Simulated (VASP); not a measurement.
# ZnS (Imm2) in VASP: a series of runs

ZnS is run at these levels: PBEsol; tasks: single point.

Program: VASP 6.6.1. These are calculated values, not measurements. Logs are shortened: lines on timing, memory, paths and dates and some standing lists are left out, and cuts for length are marked.

**1. The cell of the first run**

It takes space group Imm2 (No. 44, orthorhombic). Conventional cell: a = 3.712 Å, b = 3.863 Å, c = 5.357 Å, α = 90.00°, β = 90.00°, γ = 90.00°. Zn (site symmetry mm2) has 4 S at 2.29 to 2.35 Å within 3.0 Å. S (site symmetry mm2) has 4 Zn at 2.29 to 2.35 Å within 3.0 Å.

**2. Single point, PBEsol (strain -0.0400 x Voigt [0, 0, 0, 0, 1, 0])**

Input file INCAR:

```
PREC = Accurate ; ENCUT = 520
EDIFF = 1E-6 ; ISMEAR = 0
SIGMA = 0.05 ; LREAL = False
LASPH = True ; NELM = 60
ALGO = Normal ; ISIF = 2
LWAVE = False ; LCHARG = False
GGA = PS ; NBANDS = 16
```

Input file KPOINTS:

```
regular mesh
0
Gamma
  10 10 10
```

Input file POSCAR:

```
ZnS
1.0
   -0.0535651815      2.6782590749      2.6782590749
    2.6246938934      0.0000000000      2.6246938934
    2.6782590749      2.6782590749     -0.0535651815
Zn S
1 1
Direct
    0.0000000000      0.0000000000      0.0000000000
    0.7500000000      0.7500000000      0.7500000000
```

Potentials or basis: VASP PAW PBE potentials, release 64 (Zn, S).

On the command line:

```bash
> cat potpaw_PBE.64/Zn/POTCAR potpaw_PBE.64/S/POTCAR > POTCAR
> mpirun -np 1 vasp_std > vasp.out
```

OUTCAR:

```text
PREC = Accurate
   ENCUT = 520
   EDIFF = 1E-6
   ISMEAR = 0
   LREAL = False
   LASPH = True
   NELM = 60
   ISIF = 2
   GGA = PS

 ion  position               nearest neighbor table
   1  0.000  0.000  0.000-   2 2.29   2 2.29   2 2.35   2 2.35
   2  0.750  0.750  0.750-   1 2.29   1 2.29   1 2.35   1 2.35

  LATTYP: Found a body centered orthorhombic cell.
 ALAT       =     3.7118777011
 B/A-ratio  =     1.0408163265
 C/A-ratio  =     1.4430750636

  Lattice vectors:

 A1 = (   2.6782590749,  -2.6782590749,  -0.0535651815)
 A2 = (  -2.6782590749,  -2.6782590749,   0.0535651815)
 A3 = (   0.0535651815,   2.6782590749,  -2.6782590749)

Analysis of symmetry for initial positions (statically):
=====================================================================
 Subroutine PRICEL returns:
 Original cell was already a primitive cell.

 Routine SETGRP: Setting up the symmetry group for a
 body centered orthorhombic supercell.

 Subroutine GETGRP returns: Found  4 space group operations
 (whereof  4 operations were pure point group operations)
 out of a pool of  8 trial point group operations.

The static configuration has the point symmetry C_2v.

Analysis of symmetry for dynamics (positions and initial velocities):
=====================================================================
 Subroutine PRICEL returns:
 Original cell was already a primitive cell.

 Routine SETGRP: Setting up the symmetry group for a
 body centered orthorhombic supercell.

 Subroutine GETGRP returns: Found  4 space group operations
 (whereof  4 operations were pure point group operations)
 out of a pool of  8 trial point group operations.

The dynamic configuration has the point symmetry C_2v.

 Subroutine INISYM returns: Found  4 space group operations
 (whereof  4 operations are pure point group operations),
 and found     1 'primitive' translations

----------------------------------------------------------------------------------------

                                     Primitive cell

  volume of cell :      38.4073

  direct lattice vectors                    reciprocal lattice vectors
    -0.053565182  2.678259075  2.678259075    -0.183027879  0.186688437  0.183027879
     2.624693893  0.000000000  2.624693893     0.190498405 -0.186688437  0.190498405
     2.678259075  2.678259075 -0.053565182     0.183027879  0.186688437 -0.183027879

  length of vectors
     3.788009051  3.711877701  3.788009051     0.319141006  0.327767993  0.319141006

[... 80 lines left out ...]
   EDIFF  = 0.1E-05   stopping-criterion for ELM
   LREAL  =      F    real-space projection
   EDIFFG = 0.1E-04   stopping-criterion for IOM
   NSW    =      0    number of steps for IOM
   IBRION =     -1    ionic relax: 0-MD 1-quasi-New 2-CG
   NFREE  =      0    steps in history (QN), initial steepest desc. (CG)
   ISIF   =      2    stress and relaxation
   ISYM   =      2    0-nonsym 1-usesym 2-fastsym
   POTIM  = 0.5000    time-step for ionic-motion
   TEBEG  =    0.0;   TEEND  =   0.0 temperature during run
   PSTRESS=    0.0 pullay stress
   NELECT =      18.0000    total number of electrons
   NUPDOWN=      -1.0000    fix difference up-down
   EMIN   =  10.00;   EMAX   =-10.00  energy-range for DOS
   EFERMI =   0.00;   METHOD = LEGACY
   ISMEAR =     0;   SIGMA  =   0.05  broadening in eV -4-tet -1-fermi 0-gaus
   EFERMI_NEDOS =   21; number of points for ismear=-14 and -15
   IALGO  =     38    algorithm
   IMIX   =      4    mixing-type and parameters
     AMIX     =   0.40;   BMIX     =  1.00
     AMIX_MAG =   1.60;   BMIX_MAG =  1.00
  volume/ion in A,a.u.               =      19.20       129.59
  Fermi-wavevector in a.u.,A,eV,Ry     =   1.271631  2.403034 22.001228  1.617045
  Thomas-Fermi vector in A             =   2.404553
   LORBIT       =      0    0 simple, 1 ext, 2 COOP (PROOUT), +10 PAW based schemes
   GGA     = PS    functional components
   LHFCALC =     F    Hartree Fock is set to
   AEXX    =    0.0000 exact exchange contribution
   IVDW    =     0    specifies the selected vdW correction
   LEPSILON=     F    determine dielectric tensor
   LRPA    =     F    only Hartree local field effects (RPA)
 non-spin polarized calculation
 Gauss-broadening in eV      SIGMA  =   0.05
  energy-cutoff  :      520.00
  volume of cell :       38.41
 maximum number of plane-waves:      1049
   NGX = 15   NGY = 13   NGZ = 15

 number of electron      17.9999999 magnetization

 Free energy of the ion-electron system (eV)
  ---------------------------------------------------
  ext. energy  EPLUGINS =         0.00000000
  ---------------------------------------------------
  free energy    TOTEN  =        -7.57466647 eV

  energy without entropy =       -7.57466647  energy(sigma->0) =       -7.57466647

 E-fermi :   2.6187     XC(G=0):  -9.9761

 val. band max:        2.3480479185   @ k =   0.0000   0.0000   0.0000
 cond. band min:       4.3454671335   @ k =   0.0000   0.0000   0.0000
 fundamental gap:      1.9974192149
 Fermi energy:         2.6187319443

 k-point     1 :       0.0000    0.0000    0.0000
  band No.  band energies     occupation
      1     -11.0827      2.00000
      2      -4.2356      2.00000
      3      -4.2210      2.00000
      4      -4.2041      2.00000
      5      -3.6884      2.00000
      6      -3.6872      2.00000
[... 433 lines left out ...]
      3      -4.0591      2.00000
      4      -3.9278      2.00000
      5      -3.7002      2.00000
      6      -3.6207      2.00000
[... 8 lines left out ...]
     15      15.5928      0.00000
     16      16.8561      0.00000

 [... further k-points ...]

------------------------ aborting loop because EDIFF is reached ----------------------------------------

  FORCE on cell =-STRESS in cart. coord.  units (eV):
  Direction    XX          YY          ZZ          XY          YZ          ZX
  --------------------------------------------------------------------------------------
  -------------------------------------------------------------------------------------
  Total        0.0983091      0.0842534      0.0983091      0.0000000      0.0000000      0.7119248
  in kB        4.1010069      3.5146653      4.1010069      0.0000000      0.0000000     29.6982393
  external PRESSURE =       3.9055597 kB  Pullay stress =       0.0000000 kB

 VOLUME and BASIS-vectors are now :
 -----------------------------------------------------------------------------
  energy-cutoff  :      520.00
  volume of cell :       38.41
      direct lattice vectors                 reciprocal lattice vectors
    -0.053565182  2.678259075  2.678259075    -0.183027879  0.186688437  0.183027879
     2.624693893  0.000000000  2.624693893     0.190498405 -0.186688437  0.190498405
     2.678259075  2.678259075 -0.053565182     0.183027879  0.186688437 -0.183027879

 POSITION                                       TOTAL-FORCE (eV/Angst)
 -----------------------------------------------------------------------------------
      0.00000      0.00000      0.00000         0.000000      0.248357      0.000000
      3.93704      4.01739      3.93704        -0.000000     -0.248357     -0.000000
 -----------------------------------------------------------------------------------
    total drift:                               -0.000001      0.000305     -0.000001

  FREE ENERGIE OF THE ION-ELECTRON SYSTEM (eV)
  ---------------------------------------------------
  free  energy   TOTEN  =        -7.5746664689 eV

  energy  without entropy=       -7.5746664689  energy(sigma->0) =       -7.57466647
```

stdout:

```text
POSCAR found type information on POSCAR ZnS
 POSCAR found :  2 types and       2 ions
 scaLAPACK will be used
 -----------------------------------------------------------------------------
|                                                                             |
|                                                                             |
|     You enforced a specific xc type in the INCAR file but a different       |
|     I HOPE YOU KNOW WHAT YOU ARE DOING!                                     |
|                                                                             |
 -----------------------------------------------------------------------------

 LDA part: xc-table for (Slater+PW92), standard interpolation
 POSCAR, INCAR and KPOINTS ok, starting setup
 FFT: planning ... GRIDC
 FFT: planning ... GRID_SOFT
 FFT: planning ... GRID
 WAVECAR not read
 entering main loop
```

Wall time 74 s (1 thread of AMD EPYC 7R13 (Zen 3), shared host); peak memory 0.2 GiB.

Results:

```yaml
Free_energy: -7.5747 eV
Pressure: 0.4 GPa
Largest_force: 0.248 eV/Å
Band_gap_on_the_k_mesh: 2.00 eV
```

Forces on the atoms (eV/Å):
```
Zn   0.000  0.248  0.000
S    0.000 -0.248  0.000
```

Caveat: the cell differs from its parent crystal (strain -0.0400 x Voigt [0, 0, 0, 0, 1, 0]); the PAW data sets were made with another functional, which shifts forces and pressure a little.

[end of part 1 of 2]
